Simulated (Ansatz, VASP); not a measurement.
# One calculation of SiGe3, two programs

```
Si Ge
1.0
     2.95590    0.00000    0.00000
     0.00000    2.95590    0.00000
     0.00000    0.00000    8.36055
Si Ge
1 3
Direct
  0.50000 0.50000 0.50000
  0.00000 0.00000 0.75000
  0.50000 0.50000 0.00000
  0.00000 0.00000 0.25000
```

Alike in both runs: task single point; functional PBE; k mesh 6 × 6 × 2; occupations gaussian, width 0.1 eV; no spin polarisation.

|  | VASP | Ansatz |
| --- | --- | --- |
| version | VASP 6.6.1 | Ansatz 0.2.0 |
| potentials or method | VASP PAW PBE potentials, release 64 (Si, Ge_d), cutoff 520 eV | scalar-relativistic, plane waves, PAW |
| valence electrons in the cell | 46 | 46 |

VASP gave:

| Item | Value |
| --- | --- |
| gap on the k mesh at the Fermi level (eV) | none |
| pressure (GPa) | 1.3 |
| traceless stress, the component that is largest in VASP (GPa) | 0.96 |
| rms of the force components (eV/Å) | 0.215 |

Task: Which values does Ansatz return?

Result: gap on the k mesh at the Fermi level (eV): none; pressure (GPa): 1.3; traceless stress, the component that is largest in VASP (GPa): 0.96; rms of the force components (eV/Å): 0.214.

Atom by atom the forces differ by 0.001 eV/Å (rms over components). A gap of «none» marks a metal or a gap that the smearing closes.

The k mesh is coarse, so the values compare programs but aren't converged.
